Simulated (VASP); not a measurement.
A run of VASP 6.6.1:

File INCAR:

```
ALGO = Normal
EDIFF = 1E-6
ENCUT = 500
GGA = PE
GGA_COMPAT = F
ISIF = 2
ISMEAR = 0
ISPIN = 2
LASPH = T
LCHARG = T
LELF = T
LMAXMIX = 4
LORBIT = 11
LREAL = F
LVHAR = T
LWAVE = F
MAGMOM = 0 0 1 1 1 1 1 1
NBANDS = 59
NELM = 200
PREC = Accurate
SIGMA = 0.1
```

Contents of KPOINTS:

```
k-points
0
Gamma
  4 4 4
```

File POSCAR:

```
BRu3
1.0
    4.6373626543      0.0000000000      0.0000000000
    0.0000000000      4.6373626543      0.0000000000
    0.0000000000      0.0000000000      4.6373626543
B Ru
2 6
Direct
    0.0000000000      0.0000000000      0.0000000000
    0.5000000000      0.5000000000      0.5000000000
    0.2500000000      0.0000000000      0.5000000000
    0.5000000000      0.7500000000      0.0000000000
    0.7500000000      0.0000000000      0.5000000000
    0.5000000000      0.2500000000      0.0000000000
    0.0000000000      0.5000000000      0.7500000000
    0.0000000000      0.5000000000      0.2500000000
```

Potentials or basis: VASP PAW PBE potentials, release 64 (B, Ru_pv).

The run is started by

```bash
$ cat potpaw_PBE.64/B/POTCAR potpaw_PBE.64/Ru_pv/POTCAR > POTCAR
$ mpirun -np 1 vasp_std > vasp.out
```

Hardware: 1 thread of Intel Xeon 6975P-C (shared host).

Q: How long does it take, and how much memory?

A: Run time: 98 s on 1 thread of Intel Xeon 6975P-C, on a shared host, peak memory 0.28 GiB. Counts: scf iterations 14, k points 10.
